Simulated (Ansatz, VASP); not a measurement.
# One calculation of Mg3ZnS4, two programs

The input POSCAR:

```
Mg3ZnS4
1.0
   -2.7986923730      2.7986923730      5.5878212720
    2.7986923730     -2.7986923730      5.5878212720
    2.7986923730      2.7986923730     -5.5878212720
Mg S Zn
3 4 1
Direct
    0.7500000000      0.2500000000      0.5000000000
    0.5000000000      0.5000000000      0.0000000000
    0.2500000000      0.7500000000      0.5000000000
    0.1204653365      0.6357018830      0.0000000000
    0.8795346635      0.8795346635      0.5152365466
    0.6357018830      0.1204653365      0.0000000000
    0.3642981170      0.3642981170      0.4847634534
    0.0000000000      0.0000000000      0.0000000000
```

Contents of INCAR.step1:

```
SYSTEM = Mg3ZnS4
PREC = Accurate ; ENCUT = 520
ISMEAR = 0 ; SIGMA = 0.01
LREAL = .False. ; LASPH = .True.
NELM = 60 ; NBANDS = 31
GGA = PE ; ALGO = Normal
EDIFF = 1E-4 ; LWAVE = .True.
LCHARG = .False.
```

INCAR.step2

```
SYSTEM = Mg3ZnS4
PREC = Accurate ; ENCUT = 520
EDIFF = 1E-6 ; ISMEAR = 0
SIGMA = 0.01 ; LREAL = .False.
LASPH = .True. ; NELM = 60
ALGO = Normal ; ISIF = 2
LWAVE = .False. ; LCHARG = .False.
METAGGA = R2SCAN ; LMIXTAU = .True.
NBANDS = 31 ; ISTART = 1
```

The input KPOINTS:

```
Automatic mesh
0
Gamma
  6 6 6
  0 0 0
```

Input for Ansatz:

```yaml
crystal:
  lattice:
    - [-2.798692373, 2.798692373, 5.587821272]
    - [2.798692373, -2.798692373, 5.587821272]
    - [2.798692373, 2.798692373, -5.587821272]
  atoms:
    - { symbol: Mg, position: [0.75, 0.25, 0.5] }
    - { symbol: S, position: [0.1204653365, 0.635701883, 0.0] }
    - { symbol: Mg, position: [0.5, 0.5, 0.0] }
    - { symbol: S, position: [0.8795346635, 0.8795346635, 0.5152365466] }
    - { symbol: Mg, position: [0.25, 0.75, 0.5] }
    - { symbol: S, position: [0.635701883, 0.1204653365, 0.0] }
    - { symbol: Zn, position: [0.0, 0.0, 0.0] }
    - { symbol: S, position: [0.364298117, 0.364298117, 0.4847634534] }
kpoints:
  mp_grid: { grid: [6, 6, 6] }
hamiltonian:
  xc: r2scan
scf:
  occupations: { method: fixed }
  n_extra_bands: 6
output:
  forces: true
  stress: true
  eigenvalues: true
```

Alike in both runs: task single point; functional r2SCAN; k mesh 6 × 6 × 6; no spin polarisation.

```csv
,VASP,Ansatz
version,VASP 6.6.1,Ansatz 0.2.0
potentials or method,"VASP PAW PBE potentials, release 64 (Mg, S, Zn)","plane waves, PAW"
plane-wave cutoff (eV),520,500
occupations,"gaussian, width 0.01 eV",fixed
valence electrons in the cell,42,66
```

Ansatz gave:

| Item | Value |
| --- | --- |
| gap on the k mesh at the Fermi level (eV) | 3.72 |
| pressure (GPa) | 0.0 |
| rms of the force components (eV/Å) | 0.001 |

**Question.** Which values does VASP return?

**Answer.** gap on the k mesh at the Fermi level (eV): 3.71; pressure (GPa): -0.2; rms of the force components (eV/Å): 0.011.

VASP's potentials were made for PBE, not for r2SCAN. VASP's potentials hold 42 valence electrons a cell and Ansatz's 66, so a difference there can come from the potentials and not from the codes.
